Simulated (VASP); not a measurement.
# Ga (I4/mmm) in VASP: a series of runs

Aim: see how the results for Ga move with the level of theory and the settings. Levels: revpbe exchange, lda correlation, PBEsol, PBEsol+D3(BJ), PBE. Tasks: single point.

Program: VASP 6.6.1. These are calculated values, not measurements. Logs are shortened: lines on timing, memory, paths and dates and some standing lists are left out, and cuts for length are marked.

## Step 1: The cell of the first run

The structure is tetragonal, space group I4/mmm (No. 139). Conventional cell: a = 2.805 Å, b = 2.805 Å, c = 4.683 Å, α = 90.00°, β = 90.00°, γ = 90.00°. Within 3.7 Å of Ga (site symmetry 4/mmm) lie 12 Ga at 2.81 to 3.07 Å.

## Step 2: Single point, revpbe exchange, lda correlation, collinear spin (18.43 Å³/atom)

Contents of INCAR:

```
SYSTEM = Ga
ALGO     = Normal         ! electronic algorithm
EDIFF    = 1E-6           ! SCF threshold, eV
ENCUT    = 500            ! plane-wave cutoff, eV
GGA      = LIBXC          ! functional
GGA_COMPAT= .FALSE.      
ISIF     = 2              ! what is computed and relaxed
ISMEAR   = 0              ! smearing method
ISPIN    = 2              ! spin polarisation
LASPH    = .TRUE.         ! aspherical terms in the spheres
LCHARG   = .TRUE.         ! write CHGCAR
LELF     = .TRUE.         ! ELF
LIBXC1   = GGA_X_PBE_R  
LIBXC2   = LDA_C_PW     
LORBIT   = 11             ! projections on sites
LREAL    = .FALSE.        ! projectors in reciprocal space
LVHAR    = .TRUE.       
LWAVE    = .FALSE.        ! write WAVECAR
MAGMOM   = 0.5            ! initial moments
NBANDS   = 16             ! bands
NELM     = 200            ! most SCF steps
PREC     = Accurate       ! precision mode
SIGMA    = 0.1            ! smearing width, eV
```

Contents of KPOINTS:

```
k-points
0
G
  13 13 13
  0 0 0
```

Contents of POSCAR:

```
Ga
1.0
   -1.4026165814      1.4026165814      2.3416381643
    1.4026165814     -1.4026165814      2.3416381643
    1.4026165814      1.4026165814     -2.3416381643
Ga
1
Direct
    0.0000000000      0.0000000000      0.0000000000
```

Potentials or basis: VASP PAW PBE potentials, release 64 (Ga_d).

Started as:

```bash
> cat potpaw_PBE.64/Ga_d/POTCAR > POTCAR
> mpirun -np 1 vasp_std > vasp.out
```

OUTCAR:

```text
SYSTEM = Ga
   EDIFF = 1E-6
   ENCUT = 500
   GGA = LIBXC
   ISIF = 2
   ISMEAR = 0
   ISPIN = 2
   LASPH = .TRUE.
   LORBIT = 11
   LREAL = .FALSE.
   NELM = 200
   PREC = Accurate

 ion  position               nearest neighbor table
   1  0.000  0.000  0.000-

  LATTYP: Found a body centered tetragonal cell.
 ALAT       =     2.8052331628
 C/A-ratio  =     1.6694784557

  Lattice vectors:

 A1 = (  -1.4026165814,   1.4026165814,   2.3416381643)
 A2 = (   1.4026165814,  -1.4026165814,   2.3416381643)
 A3 = (   1.4026165814,   1.4026165814,  -2.3416381643)

Analysis of symmetry for initial positions (statically):
=====================================================================
 Subroutine PRICEL returns:
 Original cell was already a primitive cell.

 Routine SETGRP: Setting up the symmetry group for a
 body centered tetragonal supercell.

 Subroutine GETGRP returns: Found 16 space group operations
 (whereof 16 operations were pure point group operations)
 out of a pool of 16 trial point group operations.

The static configuration has the point symmetry D_4h.

Analysis of symmetry for dynamics (positions and initial velocities):
=====================================================================
 Subroutine PRICEL returns:
 Original cell was already a primitive cell.

 Routine SETGRP: Setting up the symmetry group for a
 body centered tetragonal supercell.

 Subroutine GETGRP returns: Found 16 space group operations
 (whereof 16 operations were pure point group operations)
 out of a pool of 16 trial point group operations.

The dynamic configuration has the point symmetry D_4h.

Analysis of structural, dynamic, and magnetic symmetry:
=====================================================================
 Subroutine PRICEL returns:
 Original cell was already a primitive cell.

 Routine SETGRP: Setting up the symmetry group for a
 body centered tetragonal supercell.

 Subroutine GETGRP returns: Found 16 space group operations
 (whereof 16 operations were pure point group operations)
 out of a pool of 16 trial point group operations.

The overall configuration has the point symmetry D_4h.

 Subroutine INISYM returns: Found 16 space group operations
 (whereof 16 operations are pure point group operations),
 and found     1 'primitive' translations

----------------------------------------------------------------------------------------

                                     Primitive cell

  volume of cell :      18.4271

  direct lattice vectors                    reciprocal lattice vectors
    -1.402616581  1.402616581  2.341638164     0.000000000  0.356476607  0.213525731
     1.402616581 -1.402616581  2.341638164     0.356476607  0.000000000  0.213525731
     1.402616581  1.402616581 -2.341638164     0.356476607  0.356476607  0.000000000

  length of vectors
     3.068865563  3.068865563  3.068865563     0.415534366  0.415534366  0.504134052

  position of ions in fractional coordinates (direct lattice)
     0.000000000  0.000000000  0.000000000

  ion indices of the primitive-cell ions
   primitive index   ion index
                 1           1

----------------------------------------------------------------------------------------

 KPOINTS: k-points

Automatic generation of k-mesh.
 Grid dimensions read from file:
 generate k-points for:   13   13   13

 Generating k-lattice:

  Cartesian coordinates                     Fractional coordinates (reciprocal lattice)
     0.000000000  0.027421277  0.016425056     0.076923077  0.000000000  0.000000000
     0.027421277  0.000000000  0.016425056     0.000000000  0.076923077  0.000000000
     0.027421277  0.027421277  0.000000000     0.000000000  0.000000000  0.076923077

  Length of vectors
     0.031964182  0.031964182  0.038779542

  Shift w.r.t. Gamma in fractional coordinates (k-lattice)
     0.000000000  0.000000000  0.000000000

 Subroutine IBZKPT returns following result:
 ===========================================

 Found    196 irreducible k-points:

 Following reciprocal coordinates:
            Coordinates               Weight
  0.000000  0.000000  0.000000      1.000000
  0.076923 -0.000000  0.000000      8.000000
  0.153846  0.000000  0.000000      8.000000
  0.230769  0.000000 -0.000000      8.000000
  0.307692  0.000000  0.000000      8.000000
  0.384615  0.000000  0.000000      8.000000
[... 16 lines left out ...]
  0.384615  0.153846  0.000000     16.000000
  0.461538  0.153846  0.000000     16.000000
 [... further k-points ...]
   k-points           NKPTS =    196   k-points in BZ     NKDIM =    196   number of bands    NBANDS=     16
   number of dos      NEDOS =    301   number of ions     NIONS =      1
   total plane-waves  NPLWV =  13824
   dimension x,y,z NGX =    24 NGY =   24 NGZ =   24
   dimension x,y,z NGXF=    48 NGYF=   48 NGZF=   48
   ions per type =               1
   NGX,Y,Z   is equivalent  to a cutoff of  13.00, 13.00, 13.00 a.u.
   NGXF,Y,Z  is equivalent  to a cutoff of  26.00, 26.00, 26.00 a.u.
 SYSTEM =  Ga
   PREC   = accura    normal or accurate (medium, high low for compatibility)
   ISTART =      0    job   : 0-new  1-cont  2-samecut
   ICHARG =      2    charge: 1-file 2-atom 10-const
   ISPIN  =      2    spin polarized calculation?
   LNONCOLLINEAR =      F non collinear calculations
   LSORBIT =      F    spin-orbit coupling
   LASPH  =      T    aspherical Exc in radial PAW
   ENCUT  =  500.0 eV  36.75 Ry    6.06 a.u.   5.60  5.60  5.60*2*pi/ulx,y,z
   NELM   =    200;   NELMIN=  2; NELMDL= -5     # of ELM steps
   EDIFF  = 0.1E-05   stopping-criterion for ELM
   LREAL  =      F    real-space projection
   EDIFFG = 0.1E-04   stopping-criterion for IOM
   NSW    =      0    number of steps for IOM
   IBRION =     -1    ionic relax: 0-MD 1-quasi-New 2-CG
   NFREE  =      0    steps in history (QN), initial steepest desc. (CG)
   ISIF   =      2    stress and relaxation
   ISYM   =      2    0-nonsym 1-usesym 2-fastsym
   POTIM  = 0.5000    time-step for ionic-motion
   TEBEG  =    0.0;   TEEND  =   0.0 temperature during run
   PSTRESS=    0.0 pullay stress
   NELECT =      13.0000    total number of electrons
   NUPDOWN=      -1.0000    fix difference up-down
   EMIN   =  10.00;   EMAX   =-10.00  energy-range for DOS
   EFERMI =   0.00;   METHOD = LEGACY
   ISMEAR =     0;   SIGMA  =   0.10  broadening in eV -4-tet -1-fermi 0-gaus
   EFERMI_NEDOS =   21; number of points for ismear=-14 and -15
   IALGO  =     38    algorithm
   IMIX   =      4    mixing-type and parameters
     AMIX     =   0.40;   BMIX     =  1.00
     AMIX_MAG =   1.60;   BMIX_MAG =  1.00
  volume/ion in A,a.u.               =      18.43       124.35
  Fermi-wavevector in a.u.,A,eV,Ry     =   1.457371  2.754031 28.897814  2.123929
  Thomas-Fermi vector in A             =   2.574180
   LORBIT       =     11    0 simple, 1 ext, 2 COOP (PROOUT), +10 PAW based schemes
   GGA     = LIBXC    functional components
   LHFCALC =     F    Hartree Fock is set to
   AEXX    =    0.0000 exact exchange contribution
   IVDW    =     0    specifies the selected vdW correction
   LEPSILON=     F    determine dielectric tensor
   LRPA    =     F    only Hartree local field effects (RPA)
 spin polarized calculation
 Gauss-broadening in eV      SIGMA  =   0.10
  energy-cutoff  :      500.00
  volume of cell :       18.43
 maximum number of plane-waves:       485
   NGX = 11   NGY = 11   NGZ = 11

 number of electron      12.9999998 magnetization       0.0002796

 number of electron      12.9999998 magnetization      -0.0000046

 Free energy of the ion-electron system (eV)
  ---------------------------------------------------
  ext. energy  EPLUGINS =         0.00000000
  ---------------------------------------------------
  free energy    TOTEN  =        -1.49045574 eV

  energy without entropy =       -1.48786725  energy(sigma->0) =       -1.48916149

 E-fermi :   5.8767     XC(G=0): -10.8529

 val. band max:        5.8338671113   @ k =   0.4615   0.3846  -0.0000
 cond. band min:       5.8821253198   @ k =  -0.1538  -0.3846   0.0769
 fundamental gap:      0.0482582085
 Fermi energy:         5.8766845954

 spin component 1

 k-point     1 :       0.0000    0.0000    0.0000
  band No.  band energies     occupation
      1      -9.4520      1.00000
      2      -9.3179      1.00000
      3      -9.2827      1.00000
      4      -9.2827      1.00000
      5      -9.1336      1.00000
      6      -5.2530      1.00000
[... 8 lines left out ...]
     15      24.5125      0.00000
     16      26.8704      0.00000
[... 419 lines left out ...]
 k-point    24 :       0.4615    0.1538    0.0000
  band No.  band energies     occupation
      1      -9.3980      1.00000
      2      -9.3420      1.00000
      3      -9.2824      1.00000
      4      -9.1810      1.00000
      5      -9.0957      1.00000
      6       1.4686      1.00000
[... 8 lines left out ...]
     15      31.6374      0.00000
     16      37.7242      0.00000

 [... further k-points ...]

 spin component 2

 k-point     1 :       0.0000    0.0000    0.0000
  band No.  band energies     occupation
      1      -9.4521      1.00000
      2      -9.3180      1.00000
      3      -9.2828      1.00000
      4      -9.2828      1.00000
      5      -9.1337      1.00000
      6      -5.2530      1.00000
[... 8 lines left out ...]
     15      24.5124      0.00000
     16      26.8704      0.00000
[... 419 lines left out ...]
 k-point    24 :       0.4615    0.1538    0.0000
  band No.  band energies     occupation
      1      -9.3981      1.00000
      2      -9.3421      1.00000
      3      -9.2825      1.00000
      4      -9.1811      1.00000
      5      -9.0957      1.00000
      6       1.4685      1.00000
[... 8 lines left out ...]
     15      31.6374      0.00000
     16      37.7242      0.00000

 [... further k-points ...]

------------------------ aborting loop because EDIFF is reached ----------------------------------------

  FORCE on cell =-STRESS in cart. coord.  units (eV):
  Direction    XX          YY          ZZ          XY          YZ          ZX
  --------------------------------------------------------------------------------------
  -------------------------------------------------------------------------------------
  Total        1.2407365      1.2407365      1.2125554      0.0000000      0.0000000      0.0000000
  in kB      107.8778896    107.8778896    105.4276323      0.0000000      0.0000000      0.0000000
  external PRESSURE =     107.0611371 kB  Pullay stress =       0.0000000 kB

 VOLUME and BASIS-vectors are now :
 -----------------------------------------------------------------------------
  energy-cutoff  :      500.00
  volume of cell :       18.43
      direct lattice vectors                 reciprocal lattice vectors
    -1.402616581  1.402616581  2.341638164     0.000000000  0.356476607  0.213525731
     1.402616581 -1.402616581  2.341638164     0.356476607  0.000000000  0.213525731
     1.402616581  1.402616581 -2.341638164     0.356476607  0.356476607  0.000000000

 POSITION                                       TOTAL-FORCE (eV/Angst)
 -----------------------------------------------------------------------------------
      0.00000      0.00000      0.00000        -0.000000      0.000000      0.000000
 -----------------------------------------------------------------------------------
    total drift:                               -0.000000      0.000000      0.000000

  FREE ENERGIE OF THE ION-ELECTRON SYSTEM (eV)
  ---------------------------------------------------
  free  energy   TOTEN  =        -1.4904557418 eV

  energy  without entropy=       -1.4878672472  energy(sigma->0) =       -1.48916149

 total charge

# of ion       s       p       d       tot
------------------------------------------
    1        1.057   0.565   9.961  11.583

 magnetization (x)

# of ion       s       p       d       tot
------------------------------------------
    1       -0.000  -0.000  -0.000  -0.000
```

Run time: 66 s. Hardware: 1 thread of AMD EPYC 9R45 (Zen 5), shared host; peak memory 0.17 GiB.

Results:

| Property | Result |
| --- | --- |
| Free energy | -1.4905 eV |
| Pressure | 10.7 GPa |
| Net moment | 0.00 μB per cell |
| Valence electrons inside the program's atomic spheres | Ga 11.58 |

Caveat: the cell stands under pressure; the PAW data sets were made with another functional, which shifts forces and pressure a little.

## Step 3: Single point, revpbe exchange, lda correlation, collinear spin (18.78 Å³/atom)

This run uses another cell than the first one, of 18.78 Å³/atom.

Contents of INCAR:

```
  PREC = Accurate
  ENCUT = 500
  EDIFF = 1E-6
  ISMEAR = 0
  SIGMA = 0.1
  LREAL = False
  LASPH = True
  NELM = 200
  ALGO = Normal
  ISIF = 2
  LWAVE = False
  LCHARG = False
  ISPIN = 2
  MAGMOM = 0.5
  LORBIT = 11
  GGA = LIBXC
  LIBXC1 = GGA_X_PBE_R
  LIBXC2 = LDA_C_PW
  NBANDS = 16
  GGA_COMPAT = False
```

Contents of KPOINTS:

```
regular mesh
0
Gamma
  13 13 13
```

Contents of POSCAR:

```
Ga
1.0
   -1.4115506858      1.4115506858      2.3565534592
    1.4115506858     -1.4115506858      2.3565534592
    1.4115506858      1.4115506858     -2.3565534592
Ga
1
Direct
    0.0000000000      0.0000000000      0.0000000000
```

Potentials or basis: VASP PAW PBE potentials, release 64 (Ga_d).

Started as:

```bash
> cat potpaw_PBE.64/Ga_d/POTCAR > POTCAR
> mpirun -np 1 vasp_std > vasp.out
```

It took 63 s on 1 thread of AMD EPYC 9R45 (Zen 5), shared host; peak memory 0.17 GiB.

It converged, with:

* Free energy: -1.5129 eV
* Pressure: 9.5 GPa
* Net moment: 0.00 μB per cell
* Valence electrons inside the program's atomic spheres: Ga 11.57

Stress tensor (GPa, compression positive):
```
9.67 0.00 0.00
0.00 9.67 0.00
0.00 0.00 9.29
```

Levels at points of the mesh, in eV from the Fermi level:
Spin up:
```csv
k point,band 2,band 3,band 4,band 5,band 6,band 7,band 8,band 9,band 10,band 11
"(0.00, 0.00, 0.00)",-15.17,-15.14,-15.14,-15.00,-10.98,11.78,12.21,12.21,15.89,16.62
```
Spin down:
```csv
k point,band 3,band 4,band 5,band 6,band 7,band 8,band 9,band 10
"(0.00, 0.00, 0.00)",-15.14,-15.14,-15.00,-10.98,11.78,12.21,12.21,15.89
```

Caveat: the cell stands under pressure; the PAW data sets were made with another functional, which shifts forces and pressure a little.

## Step 4: Single point, PBEsol, non-collinear spin, zero start, spin-orbit coupling

This run uses another cell than the first one, of 17.72 Å³/atom.

Contents of INCAR:

```
PREC = Accurate
ENCUT = 520
EDIFF = 1E-6
ISMEAR = -1
SIGMA = 0.05
LREAL = F
LASPH = T
NELM = 150
ALGO = Fast
ISIF = 2
LWAVE = F
LCHARG = F
MAGMOM = 0 0 0
LORBIT = 11
LSORBIT = T
GGA_COMPAT = F
LORBMOM = T
GGA = PS
NBANDS = 24
```

KPOINTS is that of step 3.

Contents of POSCAR:

```
Ga
1.0
   -1.3843987196      1.3843987196      2.3112238365
    1.3843987196     -1.3843987196      2.3112238365
    1.3843987196      1.3843987196     -2.3112238365
Ga
1
Direct
    0.0000000000      0.0000000000      0.0000000000
```

Started as:

```bash
> cat potpaw_PBE.64/Ga_d/POTCAR > POTCAR
> mpirun -np 1 vasp_ncl > vasp.out
```

Run time: 5.7 min. Hardware: 1 thread of AMD EPYC, shared host; peak memory 0.24 GiB.

The run converged. Its results:

```
Free energy                                           : -3.3429 eV
Pressure                                              : -0.1 GPa
Net moment                                            : 0.00 μB per cell
Valence electrons inside the program's atomic spheres : Ga 11.56
```

Stress tensor (GPa, compression positive):
```
-0.04  0.00  0.00
 0.00 -0.04  0.00
 0.00  0.00 -0.22
```

Moments on the atoms (μB; x, y, z):
```
Ga  0.00 0.00 0.00
```

Caveat: the PAW data sets were made with another functional, which shifts forces and pressure a little.

(Continued in part 2 of 2.)
